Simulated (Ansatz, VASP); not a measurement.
**TiCo: VASP beside Ansatz**

```
Co Ti
1.0
     2.96607    0.00000    0.00000
     0.00000    2.96607    0.00000
     0.00000    0.00000    2.96607
Co Ti
1 1
Direct
  0.50000 0.50000 0.50000
  0.00000 0.00000 0.00000
```

Alike in both runs: task single point; functional LDA; k mesh 9 × 9 × 9; occupations fermi-dirac, width 0.05 eV; collinear spin.

|  | VASP | Ansatz |
| --- | --- | --- |
| version | VASP 6.6.1 | Ansatz 0.2.0 |
| potentials or method | VASP PAW LDA potentials, release 64 (Co_sv, Ti_sv) | Ansatz PAW |
| plane-wave cutoff (eV) | 690 | 420 |
| valence electrons in the cell | 29 | 29 |

Ansatz gave:

| Item | Value |
| --- | --- |
| gap on the k mesh at the Fermi level (eV) | none |
| pressure (GPa) | -11.7 |
| net moment per atom (μB) | 0.24 |
| size of the moment on the site where the two differ most (μB) | 0.50 |

Problem. What did VASP give for the same quantities?

Solution. gap on the k mesh at the Fermi level (eV): none; pressure (GPa): -12.3; net moment per atom (μB): 0.22; size of the moment on the site where the two differ most (μB): 0.45.

LDA's correlation is that of Perdew and Zunger in VASP and of Perdew and Wang (1992) in Ansatz. Site moments also hang on the region over which each program counts them. A gap of «none» marks a metal or a gap that the smearing closes.
